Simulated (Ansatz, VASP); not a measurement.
RbNa: VASP beside Ansatz

The input INCAR:

```
SYSTEM = RbNa
  PREC = Accurate
  ENCUT = 520
  EDIFF = 1E-6
  ISMEAR = 0
  SIGMA = 0.1
  LREAL = .FALSE.
  LASPH = .TRUE.
  NELM = 100
  ALGO = Normal
  ISIF = 2
  LWAVE = .FALSE.
  LCHARG = .FALSE.
  GGA = PE
  NBANDS = 33
```

Contents of KPOINTS:

```
Automatic mesh
0
G
  3 3 4
  0 0 0
```

File POSCAR:

```
RbNa
1.0
    6.3250641529      0.0000000000      0.0000000000
   -3.1625320765      5.4776662370      0.0000000000
    0.0000000000      0.0000000000      5.1031767597
Rb Na
3 3
Direct
    0.5000000000      0.0000000000      0.0000000000
    0.5000000000      0.5000000000      0.0000000000
    0.0000000000      0.5000000000      0.0000000000
    0.0000000000      0.0000000000      0.0000000000
    0.3333333333      0.6666666667      0.5000000000
    0.6666666667      0.3333333333      0.5000000000
```

Input for Ansatz:

```yaml
crystal:
  lattice:
    - [6.3250641529, 0.0, 0.0]
    - [-3.1625320765, 5.477666237, 0.0]
    - [0.0, 0.0, 5.1031767597]
  atoms:
    - { symbol: Rb, position: [0.5, 0.0, 0.0] }
    - { symbol: Rb, position: [0.5, 0.5, 0.0] }
    - { symbol: Rb, position: [0.0, 0.5, 0.0] }
    - { symbol: Na, position: [0.0, 0.0, 0.0] }
    - { symbol: Na, position: [0.3333333333, 0.6666666667, 0.5] }
    - { symbol: Na, position: [0.6666666667, 0.3333333333, 0.5] }
basis:
  ecutwfc: 420
kpoints:
  mp_grid: { grid: [3, 3, 4] }
hamiltonian:
  xc: pbe
scf:
  occupations: { method: gaussian, width: 0.1 }
  lower_state_search: "off"
output:
  forces: true
  stress: true
  eigenvalues: true
```

Alike in both runs: task single point; functional PBE; k mesh 3 × 3 × 4; occupations gaussian, width 0.1 eV; no spin polarisation.

|  | VASP | Ansatz |
| --- | --- | --- |
| version | VASP 6.6.1 | Ansatz 0.2.0 |
| potentials or method | VASP PAW PBE potentials, release 64 (Rb_sv, Na_pv), cutoff 520 eV | scalar-relativistic, plane waves, PAW |
| valence electrons in the cell | 48 | 54 |

```tsv
	VASP	Ansatz	Ansatz less VASP
gap on the k mesh at the Fermi level (eV)	none	none	-
pressure (GPa)	13.4	13.3	-0.07
traceless stress, the component that is largest in VASP (GPa)	-1.28	-1.24	+0.044
```

A gap of «none» marks a metal or a gap that the smearing closes. The functional is the same, so the differences come from potentials, cutoffs and numerics. VASP's potentials hold 48 valence electrons a cell and Ansatz's 54, so a difference there can come from the potentials and not from the codes.

The k mesh is coarse, so the values compare programs but aren't converged.
